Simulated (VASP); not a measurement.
GaN, 4 atoms in the cell. It takes space group P6_3mc (No. 186, hexagonal). Conventional cell: a = 3.154 Å, b = 3.154 Å, c = 5.291 Å, α = 90.00°, β = 90.00°, γ = 120.00°. Ga (site symmetry 3m) has 4 N at 1.94 to 1.97 Å within 2.6 Å. Within 2.6 Å of N (site symmetry 3m) lie 4 Ga at 1.94 to 1.97 Å.  This cell differs from its parent crystal: biaxial strain in the a-b plane: -2.0 %, then relaxed in part.

| Quantity | Value |
| --- | --- |
| Program | VASP 6.6.1 |
| Task | single point |
| Functional | PBE |
| Potentials or basis | VASP PAW PBE potentials, release 64 (Ga_d, N) |
| Cutoff | 520 eV |
| k mesh | 12 × 12 × 6 |
| Occupations | gaussian, width 0.02 eV |
| Spin | no spin polarisation |
| Dipole correction | no |
| Further INCAR settings | ALGO = Normal; EDIFF = 1e-06; NBANDS = 26 |

Potentials or basis: VASP PAW PBE potentials, release 64 (Ga_d, N).

Run with:

```bash
$ cat potpaw_PBE.64/Ga_d/POTCAR potpaw_PBE.64/N/POTCAR > POTCAR
$ mpirun -np 1 vasp_std > vasp.out
```

Hardware: 1 thread of Intel(R) Xeon(R) Platinum 8124M CPU @ 3.00GHz (Skylake/Cascade Lake), with other jobs on the host.

Question: Estimate the wall time of this run.

Answer: Run time: 56 s on 1 thread of Intel(R) Xeon(R) Platinum 8124M CPU @ 3.00GHz (Skylake/Cascade Lake), on a shared host, peak memory 0.21 GiB. Counts: scf iterations 14, k points 76.
